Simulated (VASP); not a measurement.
## HfN: single point with PBEsol

The system is HfN.

```
Hf N
1.0
     0.00000    2.22211    2.22211
     2.22211    0.00000    2.22211
     2.22211    2.22211    0.00000
Hf N
1 1
Direct
  0.00000 0.00000 0.00000
  0.50000 0.50000 0.50000
```

```json
{
  "Program": "VASP 6.6.1",
  "Task": "single point",
  "Functional": "PBEsol",
  "Potentials or basis": "VASP PAW PBE potentials, release 64 (Hf_pv, N)",
  "Cutoff": "520 eV",
  "k mesh": "16 × 16 × 16",
  "Occupations": "fermi-dirac, width 0.15 eV",
  "Spin": "no spin polarisation",
  "Dipole correction": "no",
  "Further INCAR settings": "ALGO = Normal; EDIFF = 1e-06; NBANDS = 14"
}
```

- Pressure: 9.8 GPa
- Band gap on the k mesh: zero (an odd number of electrons rules out a gap without spin polarisation)

Levels at points of the mesh, in eV from the Fermi level:
```
           k point  band 4  band 5  band 6  band 7  band 8  band 9  band 10  band 11  band 12  band 13
(0.00, 0.00, 0.00)  -17.73   -3.04   -3.04   -3.04   -0.40   -0.40    -0.40     2.07     2.07     2.30
(0.50, 0.00, 0.00)  -14.65   -9.19   -6.43   -6.43    3.53    3.97     3.97     4.68     9.49     9.49
(0.50, 0.50, 0.00)  -16.61   -5.36   -4.07   -3.67   -3.67    4.37     5.95     5.95     6.22     8.60
```

Wall time 15 s on 1 thread of Intel(R) Xeon(R) Platinum 8559C (Emerald Rapids), with other jobs on the host, peak memory 0.17 GiB.

Caveat: the cell stands under pressure; the PAW data sets were made with another functional, which shifts forces and pressure a little; spin-orbit coupling is left out, which moves the levels of the heavy elements.
